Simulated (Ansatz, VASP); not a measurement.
**HfH3 in VASP and in Ansatz**

File INCAR:

```
PREC = Accurate
ENCUT = 520
EDIFF = 1E-7
ISMEAR = 0
SIGMA = 0.1
LREAL = F
LASPH = T
NELM = 80
ALGO = Normal
ISIF = 2
LWAVE = F
LCHARG = F
GGA = PS
NBANDS = 14
```

File KPOINTS:

```
regular mesh
0
Gamma
  12 12 12
```

Contents of POSCAR:

```
HfH3
1.0
    3.1320561316      0.1233821600      0.1233821600
    0.1233821600      3.1320561316      0.1233821600
    0.1233821600      0.1233821600      3.1320561316
Hf H
1 3
Direct
    0.0000000000      0.0000000000      0.0000000000
    0.0000000000      0.5000000000      0.5000000000
    0.5000000000      0.0000000000      0.5000000000
    0.5000000000      0.5000000000      0.0000000000
```

Input for Ansatz:

```yaml
crystal:
  lattice:
    - [3.1320561316, 0.12338216, 0.12338216]
    - [0.12338216, 3.1320561316, 0.12338216]
    - [0.12338216, 0.12338216, 3.1320561316]
  atoms:
    - { symbol: Hf, position: [0.0, 0.0, 0.0] }
    - { symbol: H, position: [0.0, 0.5, 0.5] }
    - { symbol: H, position: [0.5, 0.0, 0.5] }
    - { symbol: H, position: [0.5, 0.5, 0.0] }
basis:
  ecutwfc: 420
kpoints:
  mp_grid: { grid: [12, 12, 12] }
hamiltonian:
  xc: pbesol
scf:
  occupations: { method: gaussian, width: 0.1 }
output:
  forces: true
  stress: true
  eigenvalues: true
  populations: true
  write_density: true
  write_potential: true
  elf: true
  volumetric_format: npy
```

Alike in both runs: task single point; functional PBEsol; k mesh 12 × 12 × 12; occupations gaussian, width 0.1 eV; no spin polarisation.

```csv
,VASP,Ansatz
version,VASP 6.6.1,Ansatz 0.2.0
potentials or method,"VASP PAW PBE potentials, release 64 (Hf_pv, H), cutoff 520 eV","scalar-relativistic, plane waves, PAW"
valence electrons in the cell,13,29
```

```tsv
	VASP	Ansatz	Ansatz less VASP
gap on the k mesh at the Fermi level (eV)	none	none	-
pressure (GPa)	-9.0	-8.3	+0.74
traceless stress, the component that is largest in VASP (GPa)	-4.43	-4.41	+0.016
```

VASP's potentials were made for PBE, not for PBEsol. A gap of «none» marks a metal or a gap that the smearing closes. VASP's potentials hold 13 valence electrons a cell and Ansatz's 29, so a difference there can come from the potentials and not from the codes.

Spin-orbit coupling is off throughout.
